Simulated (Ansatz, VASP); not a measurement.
One calculation of CdSe, two programs

```xyz
2
Lattice="0.0000 3.1305 3.1305 3.1305 0.0000 3.1305 3.1305 3.1305 0.0000" Properties=species:S:1:pos:R:3 pbc="T T T"
Cd    0.0000    0.0000    0.0000
Se    1.5652    1.5652    1.5652
```

Change from the starting cell: volume scaled by 1.06, crystal datasets.

Alike in both runs: task electric field gradients; functional LDA; k mesh 8 × 8 × 8; occupations fermi-dirac, width 0.03 eV; no spin polarisation.

|  | VASP | Ansatz |
| --- | --- | --- |
| version | VASP 6.6.1 | Ansatz 0.2.0 |
| potentials or method | VASP PAW LDA potentials, release 64 (Cd, Se), cutoff 520 eV | all-electron PAW with datasets made for the crystal, scalar-relativistic |

```csv
,VASP,Ansatz,Ansatz less VASP
pressure (GPa),-5.1,-5.4,-0.28
```

LDA's correlation is that of Perdew and Zunger in VASP and of Perdew and Wang (1992) in Ansatz. Ansatz ran all-electron here, and VASP with PAW potentials. Ansatz's warnings: band levels unverified, printed levels off.
